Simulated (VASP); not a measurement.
# BAs (F-43m) in VASP: a series of runs

The runs below take BAs through electric field gradients, with LDA.

Program: VASP 6.6.1. These are calculated values, not measurements. Logs are shortened: lines on timing, memory, paths and dates and some standing lists are left out, and cuts for length are marked.

## Step 1: The cell of the first run

Symmetry: F-43m, No. 216, cubic system. Conventional cell: a = 4.819 Å, b = 4.819 Å, c = 4.819 Å, α = 90.00°, β = 90.00°, γ = 90.00°. Within 2.8 Å of B (site symmetry -43m) lie 4 As at 2.09 Å. Within 2.8 Å of As (site symmetry -43m) lie 4 B at 2.09 Å.

## Step 2: Electric field gradients, LDA

INCAR reads:

```
SYSTEM = BAs
ALGO = Normal
EDIFF = 1E-8
ENCUT = 520
ISIF = 2
ISMEAR = -1
LASPH = .TRUE.
LCHARG = .FALSE.
LEFG = .TRUE.
LREAL = .FALSE.
LWAVE = .FALSE.
NBANDS = 11
NELM = 80
PREC = Accurate
SIGMA = 0.01
```

KPOINTS reads:

```
k-points
0
G
  3 3 3
  0 0 0
```

POSCAR reads:

```
BAs
1.0
    0.0000000000      2.4096270000      2.4096270000
    2.4096270000      0.0000000000      2.4096270000
    2.4096270000      2.4096270000      0.0000000000
B As
1 1
Direct
    0.7500000000      0.7500000000      0.7500000000
    0.0000000000      0.0000000000      0.0000000000
```

Potentials or basis: VASP PAW LDA potentials, release 64 (B, As).

On the command line:

```sh
> cat potpaw_LDA.64/B/POTCAR potpaw_LDA.64/As/POTCAR > POTCAR
> mpirun -np 1 vasp_std > vasp.out
```

OUTCAR:

```text
SYSTEM = BAs
   EDIFF = 1E-8
   ENCUT = 520
   ISIF = 2
   ISMEAR = -1
   LASPH = .TRUE.
   LREAL = .FALSE.
   NELM = 80
   PREC = Accurate

 ion  position               nearest neighbor table
   1  0.750  0.750  0.750-   2 2.09   2 2.09   2 2.09   2 2.09
   2  0.000  0.000  0.000-   1 2.09   1 2.09   1 2.09   1 2.09

  LATTYP: Found a face centered cubic cell.
 ALAT       =     4.8192540000

  Lattice vectors:

 A1 = (   0.0000000000,   2.4096270000,   2.4096270000)
 A2 = (   2.4096270000,   0.0000000000,   2.4096270000)
 A3 = (   2.4096270000,   2.4096270000,   0.0000000000)

Analysis of symmetry for initial positions (statically):
=====================================================================
 Subroutine PRICEL returns:
 Original cell was already a primitive cell.

 Routine SETGRP: Setting up the symmetry group for a
 face centered cubic supercell.

 Subroutine GETGRP returns: Found 24 space group operations
 (whereof 24 operations were pure point group operations)
 out of a pool of 48 trial point group operations.

The static configuration has the point symmetry T_d .

Analysis of symmetry for dynamics (positions and initial velocities):
=====================================================================
 Subroutine PRICEL returns:
 Original cell was already a primitive cell.

 Routine SETGRP: Setting up the symmetry group for a
 face centered cubic supercell.

 Subroutine GETGRP returns: Found 24 space group operations
 (whereof 24 operations were pure point group operations)
 out of a pool of 48 trial point group operations.

The dynamic configuration has the point symmetry T_d .

 Subroutine INISYM returns: Found 24 space group operations
 (whereof 24 operations are pure point group operations),
 and found     1 'primitive' translations

----------------------------------------------------------------------------------------

                                     Primitive cell

  volume of cell :      27.9820

  direct lattice vectors                    reciprocal lattice vectors
     0.000000000  2.409627000  2.409627000    -0.207500995  0.207500995  0.207500995
     2.409627000  0.000000000  2.409627000     0.207500995 -0.207500995  0.207500995
     2.409627000  2.409627000  0.000000000     0.207500995  0.207500995 -0.207500995

  length of vectors
     3.407727184  3.407727184  3.407727184     0.359402266  0.359402266  0.359402266

  position of ions in fractional coordinates (direct lattice)
     0.750000000  0.750000000  0.750000000
     0.000000000  0.000000000  0.000000000

  ion indices of the primitive-cell ions
   primitive index   ion index
                 1           1
                 2           2

----------------------------------------------------------------------------------------

 KPOINTS: k-points

Automatic generation of k-mesh.
 Grid dimensions read from file:
 generate k-points for:    3    3    3

 Generating k-lattice:

  Cartesian coordinates                     Fractional coordinates (reciprocal lattice)
    -0.069166998  0.069166998  0.069166998     0.333333333  0.000000000  0.000000000
     0.069166998 -0.069166998  0.069166998     0.000000000  0.333333333  0.000000000
     0.069166998  0.069166998 -0.069166998     0.000000000  0.000000000  0.333333333

  Length of vectors
     0.119800755  0.119800755  0.119800755

  Shift w.r.t. Gamma in fractional coordinates (k-lattice)
     0.000000000  0.000000000  0.000000000

 Subroutine IBZKPT returns following result:
 ===========================================

 Found      4 irreducible k-points:

 Following reciprocal coordinates:
            Coordinates               Weight
  0.000000  0.000000  0.000000      1.000000
  0.333333  0.000000  0.000000      8.000000
  0.333333  0.333333  0.000000      6.000000
 -0.333333  0.333333  0.000000     12.000000
   k-points           NKPTS =      4   k-points in BZ     NKDIM =      4   number of bands    NBANDS=     11
   number of dos      NEDOS =    301   number of ions     NIONS =      2
   total plane-waves  NPLWV =  21952
   dimension x,y,z NGX =    28 NGY =   28 NGZ =   28
   dimension x,y,z NGXF=    56 NGYF=   56 NGZF=   56
   ions per type =               1   1
   NGX,Y,Z   is equivalent  to a cutoff of  13.66, 13.66, 13.66 a.u.
   NGXF,Y,Z  is equivalent  to a cutoff of  27.32, 27.32, 27.32 a.u.
 SYSTEM =  BAs
   PREC   = accura    normal or accurate (medium, high low for compatibility)
   ISTART =      0    job   : 0-new  1-cont  2-samecut
   ICHARG =      2    charge: 1-file 2-atom 10-const
   ISPIN  =      1    spin polarized calculation?
   LNONCOLLINEAR =      F non collinear calculations
   LSORBIT =      F    spin-orbit coupling
   LASPH  =      T    aspherical Exc in radial PAW
   ENCUT  =  520.0 eV  38.22 Ry    6.18 a.u.   6.34  6.34  6.34*2*pi/ulx,y,z
   NELM   =     80;   NELMIN=  2; NELMDL= -5     # of ELM steps
   EDIFF  = 0.1E-07   stopping-criterion for ELM
   LREAL  =      F    real-space projection
   EDIFFG = 0.1E-06   stopping-criterion for IOM
   NSW    =      0    number of steps for IOM
   IBRION =     -1    ionic relax: 0-MD 1-quasi-New 2-CG
   NFREE  =      0    steps in history (QN), initial steepest desc. (CG)
   ISIF   =      2    stress and relaxation
   ISYM   =      2    0-nonsym 1-usesym 2-fastsym
   POTIM  = 0.5000    time-step for ionic-motion
   TEBEG  =    0.0;   TEEND  =   0.0 temperature during run
   PSTRESS=    0.0 pullay stress
   NELECT =       8.0000    total number of electrons
   NUPDOWN=      -1.0000    fix difference up-down
   EMIN   =  10.00;   EMAX   =-10.00  energy-range for DOS
   EFERMI =   0.00;   METHOD = LEGACY
   ISMEAR =    -1;   SIGMA  =   0.01  broadening in eV -4-tet -1-fermi 0-gaus
   EFERMI_NEDOS =   21; number of points for ismear=-14 and -15
   IALGO  =     38    algorithm
   IMIX   =      4    mixing-type and parameters
     AMIX     =   0.40;   BMIX     =  1.00
     AMIX_MAG =   1.60;   BMIX_MAG =  1.00
  volume/ion in A,a.u.               =      13.99        94.42
  Fermi-wavevector in a.u.,A,eV,Ry     =   1.078479  2.038030 15.825165  1.163117
  Thomas-Fermi vector in A             =   2.214419
   LORBIT       =      0    0 simple, 1 ext, 2 COOP (PROOUT), +10 PAW based schemes
   GGA     = CA    functional components
   LHFCALC =     F    Hartree Fock is set to
   AEXX    =    0.0000 exact exchange contribution
   IVDW    =     0    specifies the selected vdW correction
   LEPSILON=     F    determine dielectric tensor
   LRPA    =     F    only Hartree local field effects (RPA)
 non-spin polarized calculation
  energy-cutoff  :      520.00
  volume of cell :       27.98
 maximum number of plane-waves:       757
 NGX is ok and might be reduce to    28
   NGX = 13   NGY = 13   NGZ = 13

 number of electron       8.0000000 magnetization

 Free energy of the ion-electron system (eV)
  ---------------------------------------------------
  ext. energy  EPLUGINS =         0.00000000
  ---------------------------------------------------
  free energy    TOTEN  =       -12.26698388 eV

  energy without entropy =      -12.26698388  energy(sigma->0) =      -12.26698388

 E-fermi :   6.2885     XC(G=0): -10.6417

 val. band max:        5.9679738377   @ k =   0.0000   0.0000   0.0000
 cond. band min:       7.1518277387   @ k =   0.3333   0.3333   0.0000
 fundamental gap:      1.1838539010
 Fermi energy:         6.2885230169

 k-point     1 :       0.0000    0.0000    0.0000
  band No.  band energies     occupation
      1      -9.2101      2.00000
      2       5.9680      2.00000
      3       5.9680      2.00000
      4       5.9680      2.00000
      5       9.1383      0.00000
      6       9.1383      0.00000
      7       9.1383      0.00000
      8      10.3252      0.00000
      9      15.1128      0.00000
     10      18.8239      0.00000
     11      18.8239      0.00000

 k-point     2 :       0.3333    0.0000    0.0000
  band No.  band energies     occupation
      1      -7.5404      2.00000
      2      -0.6592      2.00000
      3       4.4823      2.00000
      4       4.4823      2.00000
      5       8.6470      0.00000
      6      10.6671      0.00000
      7      10.6671      0.00000
      8      14.3504      0.00000
      9      17.0315      0.00000
     10      17.7998      0.00000
     11      17.7998      0.00000

 k-point     3 :       0.3333    0.3333    0.0000
  band No.  band energies     occupation
      1      -6.9391      2.00000
      2       0.1178      2.00000
      3       2.5811      2.00000
      4       2.5811      2.00000
      5       7.1518      0.00000
      6       8.9610      0.00000
      7      14.8242      0.00000
      8      14.8242      0.00000
      9      17.0675      0.00000
     10      21.1553      0.00000
     11      21.4267      0.00000

 k-point     4 :      -0.3333    0.3333    0.0000
  band No.  band energies     occupation
      1      -5.5365      2.00000
      2      -1.7033      2.00000
      3      -0.0064      2.00000
      4       2.9781      2.00000
      5       8.3309      0.00000
      6      12.9789      0.00000
      7      13.8593      0.00000
      8      15.0152      0.00000
      9      15.1286      0.00000
     10      17.9255      0.00000
     11      22.2339      0.00000

------------------------ aborting loop because EDIFF is reached ----------------------------------------

  FORCE on cell =-STRESS in cart. coord.  units (eV):
  Direction    XX          YY          ZZ          XY          YZ          ZX
  --------------------------------------------------------------------------------------
  -------------------------------------------------------------------------------------
  Total       -0.7644007     -0.7644007     -0.7644007      0.0000000     -0.0000000     -0.0000000
  in kB      -43.7675481    -43.7675481    -43.7675481      0.0000000     -0.0000000     -0.0000000
  external PRESSURE =     -43.7675481 kB  Pullay stress =       0.0000000 kB

 VOLUME and BASIS-vectors are now :
 -----------------------------------------------------------------------------
  energy-cutoff  :      520.00
  volume of cell :       27.98
      direct lattice vectors                 reciprocal lattice vectors
     0.000000000  2.409627000  2.409627000    -0.207500995  0.207500995  0.207500995
     2.409627000  0.000000000  2.409627000     0.207500995 -0.207500995  0.207500995
     2.409627000  2.409627000  0.000000000     0.207500995  0.207500995 -0.207500995

 POSITION                                       TOTAL-FORCE (eV/Angst)
 -----------------------------------------------------------------------------------
      3.61444      3.61444      3.61444        -0.000000     -0.000000     -0.000000
      0.00000      0.00000      0.00000         0.000000      0.000000      0.000000
 -----------------------------------------------------------------------------------
    total drift:                               -0.000000     -0.000000     -0.000000

  FREE ENERGIE OF THE ION-ELECTRON SYSTEM (eV)
  ---------------------------------------------------
  free  energy   TOTEN  =       -12.2669838849 eV

  energy  without entropy=      -12.2669838849  energy(sigma->0) =      -12.26698388

 Electric field gradients (V/A^2)
---------------------------------------------------------------------
 ion       V_xx      V_yy      V_zz      V_xy      V_xz      V_yz
---------------------------------------------------------------------
   1       0.000     0.000     0.000     0.000     0.000     0.000
   2      -0.000     0.000     0.000     0.000     0.000     0.000
---------------------------------------------------------------------

 Electric field gradients after diagonalization (V/A^2)
 (convention: |V_zz| > |V_xx| > |V_yy|)
----------------------------------------------------------------------
 ion       V_xx      V_yy      V_zz     asymmetry (V_yy - V_xx)/ V_zz
----------------------------------------------------------------------
   1      -0.000    -0.000     0.000       0.000
   2      -0.000    -0.000     0.000       0.000
----------------------------------------------------------------------

           NMR quadrupolar parameters

 Cq : quadrupolar parameter    Cq=e*Q*V_zz/h
 eta: asymmetry parameters     (V_yy - V_xx)/ V_zz
 Q  : nuclear electric quadrupole moment in mb (millibarn)
----------------------------------------------------------------------
 ion       Cq(MHz)       eta       Q (mb)
----------------------------------------------------------------------
   1       0.000       0.000       1.000
   2       0.000       0.000       1.000
----------------------------------------------------------------------
```

Wall time 3.8 s (1 thread of AMD EPYC 7R43 (Zen 3), shared host); peak memory 0.1 GiB.

Results:

- Free energy: -12.2670 eV
- Pressure: -4.4 GPa
- Band gap on the k mesh: 1.18 eV, indirect (least direct gap 3.17 eV)

Levels at points of the mesh, in eV from the valence-band top:
```tsv
k point	band 1	band 2	band 3	band 4	band 5	band 6	band 7	band 8
(0.00, 0.00, 0.00)	-15.18	0.00	0.00	0.00	3.17	3.17	3.17	4.36
```

Caveat: the k points lie up to 0.75 Å⁻¹ apart; without QUAD_EFG the Cq values of the log hold for a quadrupole moment of 1 mb, not for the nuclei. A hybrid or GW would open this gap; LDA tends to underestimate it.

[end of part 1 of 3]
